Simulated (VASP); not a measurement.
Wanted: the native input for a VASP 6.6.1 run.

```yaml
Task: single point
Functional: r2SCAN
Potentials_or_basis: VASP PAW PBE potentials, release 64 (Ni, O)
Cutoff: 520 eV
k_mesh: 9 × 9 × 9
Occupations: fermi-dirac, width 0.02 eV
Spin: collinear spin, ferromagnetic start
Starting_moments: "[4.0, 0.0] μB"
Fixed_moment: 4 μB
Dipole_correction: no
Further_INCAR_settings: ALGO = Normal; EDIFF = 1e-06; NBANDS = 19
```

Crystal: NiO.

```
Ni O
1.0
     0.00000    2.09932    2.09932
     2.09932    0.00000    2.09932
     2.09932    2.09932    0.00000
Ni O
1 1
Cartesian
  0.0000 0.0000 0.0000
  2.0993 2.0993 2.0993
```

The input as run:

POSCAR

```
NiO
1.0
    0.0000000000      2.0993200000      2.0993200000
    2.0993200000      0.0000000000      2.0993200000
    2.0993200000      2.0993200000      0.0000000000
Ni O
1 1
Direct
    0.0000000000      0.0000000000      0.0000000000
    0.5000000000      0.5000000000      0.5000000000
```

INCAR.step1

```
SYSTEM = NiO
PREC = Accurate
ENCUT = 520
ISMEAR = -1
SIGMA = 0.02
LREAL = .FALSE.
LASPH = .TRUE.
NELM = 150
ISPIN = 2
MAGMOM = 4 0
NUPDOWN = 4.0
LMAXMIX = 4
NBANDS = 19
GGA = PE
ALGO = Normal
EDIFF = 1E-4
LWAVE = .TRUE.
LCHARG = .FALSE.
```

INCAR.step2

```
SYSTEM = NiO
PREC = Accurate
ENCUT = 520
EDIFF = 1E-6
ISMEAR = -1
SIGMA = 0.02
LREAL = .FALSE.
LASPH = .TRUE.
NELM = 150
ALGO = Normal
ISIF = 2
LWAVE = .FALSE.
LCHARG = .TRUE.
ISPIN = 2
MAGMOM = 4 0
LORBIT = 11
NUPDOWN = 4.0
LMAXMIX = 4
METAGGA = R2SCAN
LMIXTAU = .TRUE.
LELF = .TRUE.
LVHAR = .TRUE.
NBANDS = 19
ISTART = 1
```

KPOINTS

```
regular mesh
0
G
  9 9 9
  0 0 0
```

Potentials or basis: VASP PAW PBE potentials, release 64 (Ni, O).

Run with:

```bash
$ cat potpaw_PBE.64/Ni/POTCAR potpaw_PBE.64/O/POTCAR > POTCAR
$ cp INCAR.step1 INCAR
$ mpirun -np 1 vasp_std > vasp.out
$ cp INCAR.step2 INCAR
$ mpirun -np 1 vasp_std > vasp.out
```

It gave:

The pressure is 59.9 GPa, the net moment is 4.00 μB per cell and the site moments are Ni +2.56; O +1.05 μB. The valence electrons inside the program's atomic spheres are Ni 8.88; O 4.93.

Caveat: the PAW data sets were made with another functional, which shifts forces and pressure a little; the total moment is fixed, so each spin has its own Fermi level; a cell with one magnetic atom can't hold antiferromagnetic order, which such compounds often take.

It took 35 s on 1 thread of Intel(R) Xeon(R) 6975P-C (Granite Rapids), with other jobs on the host, peak memory 0.16 GiB.
